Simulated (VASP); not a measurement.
# PbS (P-6m2) in VASP: single point with PBEsol

Aim: the single point of PbS with PBEsol.

Program: VASP 6.6.1. These are calculated values, not measurements. Logs are shortened: lines on timing, memory, paths and dates and some standing lists are left out, and cuts for length are marked.

**1. The cell of the first run**

It takes space group P-6m2 (No. 187, hexagonal). Conventional cell: a = 4.090 Å, b = 4.090 Å, c = 3.788 Å, α = 90.00°, β = 90.00°, γ = 120.00°. Within 4.0 Å of Pb (site symmetry -6m2) lie 6 S at 3.03 Å and 2 Pb at 3.79 Å. Within 4.0 Å of S (site symmetry -6m2) lie 6 Pb at 3.03 Å and 2 S at 3.79 Å.

**2. Single point, PBEsol**

Contents of INCAR:

```
PREC = Accurate
ENCUT = 500
EDIFF = 1E-6
ISMEAR = -1
SIGMA = 0.05
LREAL = F
LASPH = T
NELM = 120
ALGO = Normal
ISIF = 2
LWAVE = F
LCHARG = F
GGA = PS
NBANDS = 17
GGA_COMPAT = F
```

Contents of KPOINTS:

```
regular mesh
0
Gamma
  3 3 4
```

Contents of POSCAR:

```
PbS
1.0
    4.0896980000      0.0000000000      0.0000000000
   -2.0448490000      3.5417823618      0.0000000000
    0.0000000000      0.0000000000      3.7881670000
Pb S
1 1
Direct
    0.0000000000      0.0000000000      0.0000000000
    0.6666666667      0.3333333333      0.5000000000
```

Potentials or basis: VASP PAW PBE potentials, release 64 (Pb_d, S).

Run with:

```console
$ cat potpaw_PBE.64/Pb_d/POTCAR potpaw_PBE.64/S/POTCAR > POTCAR
$ mpirun -np 1 vasp_std > vasp.out
```

OUTCAR:

```text
PREC = Accurate
   ENCUT = 500
   EDIFF = 1E-6
   ISMEAR = -1
   LREAL = F
   LASPH = T
   NELM = 120
   ISIF = 2
   GGA = PS

 ion  position               nearest neighbor table
   1  0.000  0.000  0.000-   2 3.03   2 3.03   2 3.03   2 3.03   2 3.03   2 3.03
   2  0.667  0.333  0.500-   1 3.03   1 3.03   1 3.03   1 3.03   1 3.03   1 3.03

  LATTYP: Found a hexagonal cell.
 ALAT       =     4.0896980000
 C/A-ratio  =     0.9262705950

  Lattice vectors:

 A1 = (   4.0896980000,   0.0000000000,   0.0000000000)
 A2 = (  -2.0448490000,   3.5417823618,   0.0000000000)
 A3 = (   0.0000000000,   0.0000000000,   3.7881670000)

Analysis of symmetry for initial positions (statically):
=====================================================================
 Subroutine PRICEL returns:
 Original cell was already a primitive cell.

 Routine SETGRP: Setting up the symmetry group for a
 hexagonal supercell.

 Subroutine GETGRP returns: Found 12 space group operations
 (whereof 12 operations were pure point group operations)
 out of a pool of 24 trial point group operations.

The static configuration has the point symmetry D_3h.

Analysis of symmetry for dynamics (positions and initial velocities):
=====================================================================
 Subroutine PRICEL returns:
 Original cell was already a primitive cell.

 Routine SETGRP: Setting up the symmetry group for a
 hexagonal supercell.

 Subroutine GETGRP returns: Found 12 space group operations
 (whereof 12 operations were pure point group operations)
 out of a pool of 24 trial point group operations.

The dynamic configuration has the point symmetry D_3h.

 Subroutine INISYM returns: Found 12 space group operations
 (whereof 12 operations are pure point group operations),
 and found     1 'primitive' translations

----------------------------------------------------------------------------------------

                                     Primitive cell

  volume of cell :      54.8709

  direct lattice vectors                    reciprocal lattice vectors
     4.089698000  0.000000000  0.000000000     0.244516832  0.141171859  0.000000000
    -2.044849000  3.541782362  0.000000000     0.000000000  0.282343718  0.000000000
     0.000000000  0.000000000  3.788167000     0.000000000  0.000000000  0.263979914

  length of vectors
     4.089698000  4.089698000  3.788167000     0.282343718  0.282343718  0.263979914

  position of ions in fractional coordinates (direct lattice)
     0.000000000  0.000000000  0.000000000
     0.666666667  0.333333333  0.500000000

  ion indices of the primitive-cell ions
   primitive index   ion index
                 1           1
                 2           2

----------------------------------------------------------------------------------------

 KPOINTS: regular mesh

Automatic generation of k-mesh.
 Grid dimensions read from file:
 generate k-points for:    3    3    4

 Generating k-lattice:

  Cartesian coordinates                     Fractional coordinates (reciprocal lattice)
     0.081505611  0.047057286  0.000000000     0.333333333  0.000000000  0.000000000
     0.000000000  0.094114573  0.000000000     0.000000000  0.333333333  0.000000000
     0.000000000  0.000000000  0.065994979     0.000000000  0.000000000  0.250000000

  Length of vectors
     0.094114573  0.094114573  0.065994979

  Shift w.r.t. Gamma in fractional coordinates (k-lattice)
     0.000000000  0.000000000  0.000000000

 Subroutine IBZKPT returns following result:
 ===========================================

 Found      9 irreducible k-points:

 Following reciprocal coordinates:
            Coordinates               Weight
  0.000000  0.000000  0.000000      1.000000
  0.333333  0.000000  0.000000      6.000000
  0.333333  0.333333  0.000000      2.000000
  0.000000  0.000000  0.250000      2.000000
  0.333333  0.000000  0.250000     12.000000
  0.333333  0.333333  0.250000      4.000000
  0.000000  0.000000  0.500000      1.000000
  0.333333  0.000000  0.500000      6.000000
  0.333333  0.333333  0.500000      2.000000
   k-points           NKPTS =      9   k-points in BZ     NKDIM =      9   number of bands    NBANDS=     17
   number of dos      NEDOS =    301   number of ions     NIONS =      2
   total plane-waves  NPLWV =  25200
   dimension x,y,z NGX =    30 NGY =   30 NGZ =   28
   dimension x,y,z NGXF=    60 NGYF=   60 NGZF=   56
   ions per type =               1   1
   NGX,Y,Z   is equivalent  to a cutoff of  12.19, 12.19, 12.29 a.u.
   NGXF,Y,Z  is equivalent  to a cutoff of  24.39, 24.39, 24.58 a.u.
 SYSTEM =  unknown system
   PREC   = accura    normal or accurate (medium, high low for compatibility)
   ISTART =      0    job   : 0-new  1-cont  2-samecut
   ICHARG =      2    charge: 1-file 2-atom 10-const
   ISPIN  =      1    spin polarized calculation?
   LNONCOLLINEAR =      F non collinear calculations
   LSORBIT =      F    spin-orbit coupling
   LASPH  =      T    aspherical Exc in radial PAW
   ENCUT  =  500.0 eV  36.75 Ry    6.06 a.u.   7.46  7.46  6.91*2*pi/ulx,y,z
   NELM   =    120;   NELMIN=  2; NELMDL= -5     # of ELM steps
   EDIFF  = 0.1E-05   stopping-criterion for ELM
   LREAL  =      F    real-space projection
   EDIFFG = 0.1E-04   stopping-criterion for IOM
   NSW    =      0    number of steps for IOM
   IBRION =     -1    ionic relax: 0-MD 1-quasi-New 2-CG
   NFREE  =      0    steps in history (QN), initial steepest desc. (CG)
   ISIF   =      2    stress and relaxation
   ISYM   =      2    0-nonsym 1-usesym 2-fastsym
   POTIM  = 0.5000    time-step for ionic-motion
   TEBEG  =    0.0;   TEEND  =   0.0 temperature during run
   PSTRESS=    0.0 pullay stress
   NELECT =      20.0000    total number of electrons
   NUPDOWN=      -1.0000    fix difference up-down
   EMIN   =  10.00;   EMAX   =-10.00  energy-range for DOS
   EFERMI =   0.00;   METHOD = LEGACY
   ISMEAR =    -1;   SIGMA  =   0.05  broadening in eV -4-tet -1-fermi 0-gaus
   EFERMI_NEDOS =   21; number of points for ismear=-14 and -15
   IALGO  =     38    algorithm
   IMIX   =      4    mixing-type and parameters
     AMIX     =   0.40;   BMIX     =  1.00
     AMIX_MAG =   1.60;   BMIX_MAG =  1.00
  volume/ion in A,a.u.               =      27.44       185.14
  Fermi-wavevector in a.u.,A,eV,Ry     =   1.169421  2.209885 18.606574  1.367545
  Thomas-Fermi vector in A             =   2.305894
   LORBIT       =      0    0 simple, 1 ext, 2 COOP (PROOUT), +10 PAW based schemes
   GGA     = PS    functional components
   LHFCALC =     F    Hartree Fock is set to
   AEXX    =    0.0000 exact exchange contribution
   IVDW    =     0    specifies the selected vdW correction
   LEPSILON=     F    determine dielectric tensor
   LRPA    =     F    only Hartree local field effects (RPA)
 non-spin polarized calculation
  energy-cutoff  :      500.00
  volume of cell :       54.87
 maximum number of plane-waves:      1412
 NGX is ok and might be reduce to    30
   NGX = 15   NGY = 15   NGZ = 13

 number of electron      19.9999998 magnetization

 Free energy of the ion-electron system (eV)
  ---------------------------------------------------
  ext. energy  EPLUGINS =         0.00000000
  ---------------------------------------------------
  free energy    TOTEN  =        -9.20514838 eV

  energy without entropy =       -9.20057694  energy(sigma->0) =       -9.20286266

 E-fermi :   5.0361     XC(G=0):  -9.6582

 val. band max:        5.0117244493   @ k =   0.0000   0.0000   0.5000
 cond. band min:       5.1084626400   @ k =   0.3333   0.3333   0.0000
 fundamental gap:      0.0967381907
 Fermi energy:         5.0361441420

 k-point     1 :       0.0000    0.0000    0.0000
  band No.  band energies     occupation
      1     -11.7799      2.00000
      2     -11.7252      2.00000
      3     -11.7252      2.00000
      4     -11.6492      2.00000
      5     -11.6492      2.00000
      6      -8.1746      2.00000
[... 9 lines left out ...]
     16      16.0279      0.00000
     17      16.0303      0.00000

 k-point     2 :       0.3333    0.0000    0.0000
  band No.  band energies     occupation
      1     -11.7681      2.00000
      2     -11.7358      2.00000
      3     -11.6768      2.00000
      4     -11.6741      2.00000
      5     -11.6546      2.00000
      6      -7.4364      2.00000
[... 9 lines left out ...]
     16      15.7107      0.00000
     17      16.0816      0.00000

 k-point     3 :       0.3333    0.3333    0.0000
  band No.  band energies     occupation
      1     -11.7460      2.00000
      2     -11.7232      2.00000
      3     -11.6873      2.00000
      4     -11.6762      2.00000
      5     -11.6675      2.00000
      6      -6.9061      2.00000
[... 9 lines left out ...]
     16      13.8657      0.00000
     17      13.8852      0.00000

 k-point     4 :       0.0000    0.0000    0.2500
  band No.  band energies     occupation
      1     -11.7210      2.00000
      2     -11.7210      2.00000
      3     -11.7182      2.00000
      4     -11.6726      2.00000
      5     -11.6726      2.00000
      6      -7.7346      2.00000
[... 9 lines left out ...]
     16      13.5174      0.00000
     17      13.5174      0.00000

 k-point     5 :       0.3333    0.0000    0.2500
  band No.  band energies     occupation
      1     -11.7479      2.00000
      2     -11.7161      2.00000
      3     -11.6848      2.00000
      4     -11.6811      2.00000
      5     -11.6729      2.00000
      6      -7.0761      2.00000
[... 9 lines left out ...]
     16      14.8002      0.00000
     17      16.4188      0.00000

 k-point     6 :       0.3333    0.3333    0.2500
  band No.  band energies     occupation
      1     -11.7426      2.00000
      2     -11.6972      2.00000
      3     -11.6962      2.00000
      4     -11.6847      2.00000
      5     -11.6802      2.00000
      6      -6.6492      2.00000
[... 9 lines left out ...]
     16      16.7611      0.00000
     17      17.1059      0.00000

 k-point     7 :       0.0000    0.0000    0.5000
  band No.  band energies     occupation
      1     -11.7164      2.00000
      2     -11.7164      2.00000
      3     -11.6961      2.00000
      4     -11.6961      2.00000
      5     -11.6574      2.00000
      6      -7.0744      2.00000
[... 9 lines left out ...]
     16      13.7273      0.00000
     17      13.7273      0.00000

 k-point     8 :       0.3333    0.0000    0.5000
  band No.  band energies     occupation
      1     -11.7652      2.00000
      2     -11.7292      2.00000
      3     -11.7054      2.00000
      4     -11.6710      2.00000
      5     -11.6240      2.00000
      6      -6.6145      2.00000
[... 9 lines left out ...]
     16      15.5128      0.00000
     17      17.2636      0.00000

 k-point     9 :       0.3333    0.3333    0.5000
  band No.  band energies     occupation
      1     -11.7810      2.00000
      2     -11.7265      2.00000
      3     -11.6955      2.00000
      4     -11.6821      2.00000
      5     -11.6145      2.00000
      6      -6.3604      2.00000
[... 9 lines left out ...]
     16      15.9676      0.00000
     17      16.5776      0.00000

------------------------ aborting loop because EDIFF is reached ----------------------------------------

  FORCE on cell =-STRESS in cart. coord.  units (eV):
  Direction    XX          YY          ZZ          XY          YZ          ZX
  --------------------------------------------------------------------------------------
  -------------------------------------------------------------------------------------
  Total       -1.5290855     -1.5290855     -1.3925346      0.0000000      0.0000000      0.0000000
  in kB      -44.6478073    -44.6478073    -40.6606540      0.0000000      0.0000000      0.0000000
  external PRESSURE =     -43.3187562 kB  Pullay stress =       0.0000000 kB

 VOLUME and BASIS-vectors are now :
 -----------------------------------------------------------------------------
  energy-cutoff  :      500.00
  volume of cell :       54.87
      direct lattice vectors                 reciprocal lattice vectors
     4.089698000  0.000000000  0.000000000     0.244516832  0.141171859  0.000000000
    -2.044849000  3.541782362  0.000000000     0.000000000  0.282343718  0.000000000
     0.000000000  0.000000000  3.788167000     0.000000000  0.000000000  0.263979914

 POSITION                                       TOTAL-FORCE (eV/Angst)
 -----------------------------------------------------------------------------------
      0.00000      0.00000      0.00000         0.000000     -0.000000      0.000000
      2.04485      1.18059      1.89408        -0.000000      0.000000      0.000000
 -----------------------------------------------------------------------------------
    total drift:                               -0.000000      0.000000      0.000000

  FREE ENERGIE OF THE ION-ELECTRON SYSTEM (eV)
  ---------------------------------------------------
  free  energy   TOTEN  =        -9.2051483817 eV

  energy  without entropy=       -9.2005769374  energy(sigma->0) =       -9.20286266
```

It took 11 s on 1 thread of Intel Xeon 8259CL, shared host; peak memory 0.16 GiB.

Results:

* Free energy: -9.2051 eV
* Pressure: -4.3 GPa
* Band gap on the k mesh: zero (band 10 reaches 5.11 eV, above the bottom of band 11 at 4.65 eV)

Caveat: the k points lie up to 0.59 Å⁻¹ apart; the PAW data sets were made with another functional, which shifts forces and pressure a little; spin-orbit coupling is left out, which moves the levels of the heavy elements.
